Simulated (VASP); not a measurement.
# SiO2 (P4_2/mnm) in VASP: notebook, part 2 of 2

VASP 6.6.1. Earlier steps stand in the parts before.

**4. Relaxation of cell and atoms, r2SCAN**

This run uses another cell than the first one, of 8.05 Å³/atom, 1.033 times its volume.

Input file POSCAR:

```
SiO2
1.0
    4.2356795769      0.0000000000      0.0000000000
    0.0000000000      4.2356795769      0.0000000000
    0.0000000000      0.0000000000      2.6906431348
Si O
2 4
Direct
    0.0000000000      0.0000000000      0.0000000000
    0.5000000000      0.5000000000      0.5000000000
    0.3069724955      0.3069724955      0.0000000000
    0.1930275045      0.8069724955      0.5000000000
    0.8069724955      0.1930275045      0.5000000000
    0.6930275045      0.6930275045      0.0000000000
```

Input file INCAR.step1:

```
SYSTEM = SiO2
PREC = Accurate
ENCUT = 600
ISMEAR = -1
SIGMA = 0.02
LREAL = .False.
LASPH = .True.
NELM = 80
GGA = PE
ALGO = Normal
EDIFF = 1E-4
LWAVE = .True.
LCHARG = .False.
```

Input file INCAR.step2:

```
SYSTEM = SiO2
PREC = Accurate
ENCUT = 600
EDIFF = 1E-7
ISMEAR = -1
SIGMA = 0.02
LREAL = .False.
LASPH = .True.
NELM = 80
ALGO = Normal
ISIF = 3
LWAVE = .False.
LCHARG = .False.
METAGGA = R2SCAN
LMIXTAU = .True.
IBRION = 2
NSW = 80
EDIFFG = -0.005
ISTART = 1
```

Input file KPOINTS:

```
Automatic mesh
0
Gamma
  6 6 8
  0 0 0
```

Potentials or basis: VASP PAW PBE potentials, release 64 (Si, O).

The run is started by

```bash
> cat potpaw_PBE.64/Si/POTCAR potpaw_PBE.64/O/POTCAR > POTCAR
> cp INCAR.step1 INCAR
> mpirun -np 1 vasp_std > vasp.out
> cp INCAR.step2 INCAR
> mpirun -np 1 vasp_std > vasp.out
```

OUTCAR:

```text
SYSTEM = SiO2
   PREC = Accurate
   ENCUT = 600
   EDIFF = 1E-7
   ISMEAR = -1
   LREAL = .False.
   LASPH = .True.
   NELM = 80
   ISIF = 3
   METAGGA = R2SCAN
   IBRION = 2
   NSW = 80
   EDIFFG = -0.005
   ISTART = 1

 ion  position               nearest neighbor table
   1  0.000  0.000  0.000-   4 1.77   5 1.77   4 1.77   5 1.77   3 1.84   6 1.84
   2  0.500  0.500  0.500-   3 1.77   6 1.77   3 1.77   6 1.77   5 1.84   4 1.84
   3  0.307  0.307  0.000-   2 1.77   2 1.77   1 1.84
   4  0.193  0.807  0.500-   1 1.77   1 1.77   2 1.84
   5  0.807  0.193  0.500-   1 1.77   1 1.77   2 1.84
   6  0.693  0.693  0.000-   2 1.77   2 1.77   1 1.84

  LATTYP: Found a simple tetragonal cell.
 ALAT       =     4.2356795769
 C/A-ratio  =     0.6352329268

  Lattice vectors:

 A1 = (   4.2356795769,   0.0000000000,   0.0000000000)
 A2 = (   0.0000000000,   4.2356795769,   0.0000000000)
 A3 = (   0.0000000000,   0.0000000000,   2.6906431348)

Analysis of symmetry for initial positions (statically):
=====================================================================
 Subroutine PRICEL returns:
 Original cell was already a primitive cell.

 Routine SETGRP: Setting up the symmetry group for a
 simple tetragonal supercell.

 Subroutine GETGRP returns: Found 16 space group operations
 (whereof  8 operations were pure point group operations)
 out of a pool of 16 trial point group operations.

The static configuration has the point symmetry D_2h.
 The point group associated with its full space group is D_4h.

Analysis of symmetry for dynamics (positions and initial velocities):
=====================================================================
 Subroutine PRICEL returns:
 Original cell was already a primitive cell.

 Routine SETGRP: Setting up the symmetry group for a
 simple tetragonal supercell.

 Subroutine GETGRP returns: Found 16 space group operations
 (whereof  8 operations were pure point group operations)
 out of a pool of 16 trial point group operations.

The dynamic configuration has the point symmetry D_2h.
 The point group associated with its full space group is D_4h.

 Subroutine INISYM returns: Found 16 space group operations
 (whereof  8 operations are pure point group operations),
 and found     1 'primitive' translations

----------------------------------------------------------------------------------------

                                     Primitive cell

  volume of cell :      48.2728

  direct lattice vectors                    reciprocal lattice vectors
     4.235679577  0.000000000  0.000000000     0.236089624  0.000000000  0.000000000
     0.000000000  4.235679577  0.000000000     0.000000000  0.236089624  0.000000000
     0.000000000  0.000000000  2.690643135     0.000000000  0.000000000  0.371658354

  length of vectors
     4.235679577  4.235679577  2.690643135     0.236089624  0.236089624  0.371658354

  position of ions in fractional coordinates (direct lattice)
     0.000000000  0.000000000  0.000000000
     0.500000000  0.500000000  0.500000000
     0.306972495  0.306972495  0.000000000
     0.193027505  0.806972495  0.500000000
     0.806972495  0.193027505  0.500000000
     0.693027505  0.693027505  0.000000000
[... 43 lines left out ...]
  0.333333  0.166667  0.000000      8.000000
[... 16 lines left out ...]
  0.333333  0.000000  0.250000      8.000000
  0.500000  0.000000  0.250000      4.000000
 [... further k-points ...]
   k-points           NKPTS =     50   k-points in BZ     NKDIM =     50   number of bands    NBANDS=     20
   number of dos      NEDOS =    301   number of ions     NIONS =      6
   total plane-waves  NPLWV =  31104
   dimension x,y,z NGX =    36 NGY =   36 NGZ =   24
   dimension x,y,z NGXF=    72 NGYF=   72 NGZF=   48
   ions per type =               2   4
   NGX,Y,Z   is equivalent  to a cutoff of  14.13, 14.13, 14.83 a.u.
   NGXF,Y,Z  is equivalent  to a cutoff of  28.26, 28.26, 29.66 a.u.
 SYSTEM =  SiO2
   PREC   = accura    normal or accurate (medium, high low for compatibility)
   ISTART =      1    job   : 0-new  1-cont  2-samecut
   ICHARG =      0    charge: 1-file 2-atom 10-const
   ISPIN  =      1    spin polarized calculation?
   LNONCOLLINEAR =      F non collinear calculations
   LSORBIT =      F    spin-orbit coupling
   LASPH  =      T    aspherical Exc in radial PAW
   ENCUT  =  600.0 eV  44.10 Ry    6.64 a.u.   8.46  8.46  5.37*2*pi/ulx,y,z
   NELM   =     80;   NELMIN=  2; NELMDL=  0     # of ELM steps
   EDIFF  = 0.1E-06   stopping-criterion for ELM
   LREAL  =      F    real-space projection
   EDIFFG = -.5E-02   stopping-criterion for IOM
   NSW    =     80    number of steps for IOM
   IBRION =      2    ionic relax: 0-MD 1-quasi-New 2-CG
   NFREE  =      1    steps in history (QN), initial steepest desc. (CG)
   ISIF   =      3    stress and relaxation
   ISYM   =      2    0-nonsym 1-usesym 2-fastsym
   POTIM  = 0.5000    time-step for ionic-motion
   TEBEG  =    0.0;   TEEND  =   0.0 temperature during run
   PSTRESS=    0.0 pullay stress
   NELECT =      32.0000    total number of electrons
   NUPDOWN=      -1.0000    fix difference up-down
   EMIN   =  10.00;   EMAX   =-10.00  energy-range for DOS
   EFERMI =   0.00;   METHOD = LEGACY
   ISMEAR =    -1;   SIGMA  =   0.02  broadening in eV -4-tet -1-fermi 0-gaus
   EFERMI_NEDOS =   21; number of points for ismear=-14 and -15
   IALGO  =     38    algorithm
   IMIX   =      4    mixing-type and parameters
     AMIX     =   0.40;   BMIX     =  1.00
     AMIX_MAG =   1.60;   BMIX_MAG =  1.00
  volume/ion in A,a.u.               =       8.05        54.29
  Fermi-wavevector in a.u.,A,eV,Ry     =   1.427438  2.697468 27.722966  2.037581
  Thomas-Fermi vector in A             =   2.547608
   LORBIT       =      0    0 simple, 1 ext, 2 COOP (PROOUT), +10 PAW based schemes
   METAGGA = R2SCAN    functional components
   LHFCALC =     F    Hartree Fock is set to
   AEXX    =    0.0000 exact exchange contribution
   IVDW    =     0    specifies the selected vdW correction
   LEPSILON=     F    determine dielectric tensor
   LRPA    =     F    only Hartree local field effects (RPA)
 conjugate gradient relaxation of ions
 non-spin polarized calculation
  energy-cutoff  :      600.00
  volume of cell :       48.27
 maximum number of plane-waves:      1634
 NGX is ok and might be reduce to    36
   NGX = 17   NGY = 17   NGZ = 11

--------------------------------------- Ionic step        1  -------------------------------------------

 number of electron      32.0000007 magnetization

 Free energy of the ion-electron system (eV)
  ---------------------------------------------------
  ext. energy  EPLUGINS =         0.00000000
  ---------------------------------------------------
  free energy    TOTEN  =       -58.76334987 eV

  energy without entropy =      -58.76334987  energy(sigma->0) =      -58.76334987

------------------------ aborting loop because EDIFF is reached ----------------------------------------

  FORCE on cell =-STRESS in cart. coord.  units (eV):
  Direction    XX          YY          ZZ          XY          YZ          ZX
  --------------------------------------------------------------------------------------
  -------------------------------------------------------------------------------------
  Total       -2.8297091     -2.8297091     -2.9573382     -0.0000000      0.0000000      0.0000000
  in kB      -93.9182673    -93.9182673    -98.1542868     -0.0000000      0.0000000      0.0000000
  external PRESSURE =     -95.3302738 kB  Pullay stress =       0.0000000 kB
[... 267 lines left out ...]
--------------------------------------- Ionic step        8  -------------------------------------------

 number of electron      32.0000000 magnetization

 Free energy of the ion-electron system (eV)
  ---------------------------------------------------
  ext. energy  EPLUGINS =         0.00000000
  ---------------------------------------------------
  free energy    TOTEN  =       -58.81048482 eV

  energy without entropy =      -58.81048482  energy(sigma->0) =      -58.81048482

 E-fermi :   8.2641     XC(G=0): -12.8711

 val. band max:        7.7992287656   @ k =   0.0000   0.0000   0.0000
 cond. band min:      14.3042192826   @ k =   0.0000   0.0000   0.0000
 fundamental gap:      6.5049905170
 Fermi energy:         8.2640692656

 k-point     1 :       0.0000    0.0000    0.0000
  band No.  band energies     occupation
      1     -15.7359      2.00000
      2     -12.1504      2.00000
      3     -12.1504      2.00000
      4     -11.8744      2.00000
      5      -3.2503      2.00000
      6       1.2934      2.00000
[... 541 lines left out ...]
     19      19.4185      0.00000
     20      19.4185      0.00000

 [... further k-points ...]

------------------------ aborting loop because EDIFF is reached ----------------------------------------

  FORCE on cell =-STRESS in cart. coord.  units (eV):
  Direction    XX          YY          ZZ          XY          YZ          ZX
  --------------------------------------------------------------------------------------
  -------------------------------------------------------------------------------------
  Total       -0.0284413     -0.0284413     -0.0227970      0.0000000      0.0000000      0.0000000
  in kB       -0.9753781     -0.9753781     -0.7818092      0.0000000      0.0000000      0.0000000
  external PRESSURE =      -0.9108551 kB  Pullay stress =       0.0000000 kB
[... 21 lines left out ...]
  FREE ENERGIE OF THE ION-ELECTRON SYSTEM (eV)
  ---------------------------------------------------
  free  energy   TOTEN  =       -58.8104848155 eV

  energy  without entropy=      -58.8104848155  energy(sigma->0) =      -58.81048482

 reached required accuracy - stopping structural energy minimisation
```

Wall time 6.7 min (1 thread of Intel Xeon 6975P-C (Granite Rapids), shared host); peak memory 0.21 GiB.

Results:

* Free energy: -58.8105 eV
* Relaxed volume: 7.79 Å³/atom
* Relaxed cell: a = 4.181 Å, b = 4.181 Å, c = 2.672 Å, α = 90.00°, β = 90.00°, γ = 90.00°
* Space group after relaxing (to 0.05 Å): P4_2/mnm (No. 136)
* Energy gained by relaxing: 7.9 meV/atom
* Ionic steps: 8
* Pressure after relaxing: -0.1 GPa
* Largest force after relaxing: 0.004 eV/Å
* Band gap on the k mesh: 6.50 eV, direct

Forces in eV/Å, atoms in the order of the input:
```
Si   0.000  0.000  0.000
Si   0.000  0.000  0.000
O    0.003  0.003  0.000
O   -0.003  0.003  0.000
O    0.003 -0.003  0.000
O   -0.003 -0.003  0.000
```

The path:
| step | energy change (eV) | largest force (eV/Å) | pressure (GPa) | volume (Å³) |
| --- | --- | --- | --- | --- |
| 1 | 0.0000 | 0.0691 | -9.53 | 48.27 |
| 2 | 0.0447 | 0.5945 | 15.03 | 45.00 |
| 3 | -0.0429 | 0.1868 | -0.25 | 46.89 |
| 4 | -0.0429 | 0.1924 | -0.04 | 46.87 |
| 5 | -0.0468 | 0.0257 | 0.16 | 46.70 |
| 6 | -0.0468 | 0.0272 | 0.16 | 46.70 |
| 7 | -0.0471 | 0.0031 | -0.16 | 46.72 |
| 8 | -0.0471 | 0.0037 | -0.09 | 46.72 |

Final structure:
```cif
data_structure
_symmetry_space_group_name_H-M 'P 1'
_symmetry_Int_Tables_number 1
_cell_length_a 4.1813
_cell_length_b 4.1813
_cell_length_c 2.6721
_cell_angle_alpha 90.000
_cell_angle_beta 90.000
_cell_angle_gamma 90.000
_cell_volume 46.72
loop_
_atom_site_label
_atom_site_type_symbol
_atom_site_fract_x
_atom_site_fract_y
_atom_site_fract_z
_atom_site_occupancy
Si1 Si 0.00000 0.00000 0.00000 1
Si2 Si 0.50000 0.50000 0.50000 1
O1 O 0.30589 0.30589 0.00000 1
O2 O 0.19411 0.80589 0.50000 1
O3 O 0.80589 0.19411 0.50000 1
O4 O 0.69411 0.69411 0.00000 1
```

Levels at points of the mesh, in eV from the valence-band top:
| k point | band 12 | band 13 | band 14 | band 15 | band 16 | band 17 | band 18 | band 19 | band 20 |
| --- | --- | --- | --- | --- | --- | --- | --- | --- | --- |
| (0.00, 0.00, 0.00) | -3.19 | -2.52 | -0.88 | -0.88 | 0.00 | 6.50 | 7.61 | 9.44 | 9.44 |
| (0.50, 0.00, 0.00) | -3.94 | -2.72 | -2.72 | -1.08 | -1.08 | 8.69 | 8.69 | 10.03 | 10.03 |
| (0.50, 0.50, 0.00) | -3.32 | -2.70 | -2.70 | -2.32 | -2.32 | 8.39 | 8.39 | 11.04 | 11.04 |
| (0.00, 0.00, 0.50) | -4.67 | -3.12 | -3.12 | -2.71 | -2.71 | 10.15 | 10.15 | 13.74 | 13.74 |
| (0.50, 0.00, 0.50) | -4.01 | -2.31 | -2.31 | -1.80 | -1.80 | 9.81 | 9.81 | 10.91 | 10.91 |
| (0.50, 0.50, 0.50) | -4.54 | -1.77 | -1.77 | -1.61 | -1.61 | 8.15 | 8.15 | 12.02 | 12.02 |

Caveat: the PAW data sets were made with another functional, which shifts forces and pressure a little. A k mesh can miss the band edges.

**5. Summary**

| task | cell | k mesh | cutoff (eV) | smearing | gap on the mesh (eV) | pressure (GPa) | largest force (eV/Å) |
| --- | --- | --- | --- | --- | --- | --- | --- |
| single point | a = 4.185, b = 4.185, c = 2.669 Å, 6 atoms | 6 × 6 × 8 | 520 | fermi-dirac 0.02 eV | 6.51 | 0.4 | 0.02 |
| single point | a = 4.185, b = 4.185, c = 2.669 Å, 6 atoms | 6 × 6 × 10 | 520 | gaussian 0.01 eV | 6.51 | 0.4 | 0.02 |
| relaxation of cell and atoms | relaxed from a = 4.236, b = 4.236, c = 2.691 Å, 6 atoms | 6 × 6 × 8 | 600 | fermi-dirac 0.02 eV | 6.50 | -0.1 | - |

Alike in all rows: level r2SCAN; potentials or basis VASP PAW PBE potentials, release 64 (Si, O); no spin polarisation.

Caveats: the PAW data sets were made with another functional, which shifts forces and pressure a little.

Absolute energies hang on the potentials; compare differences alone.
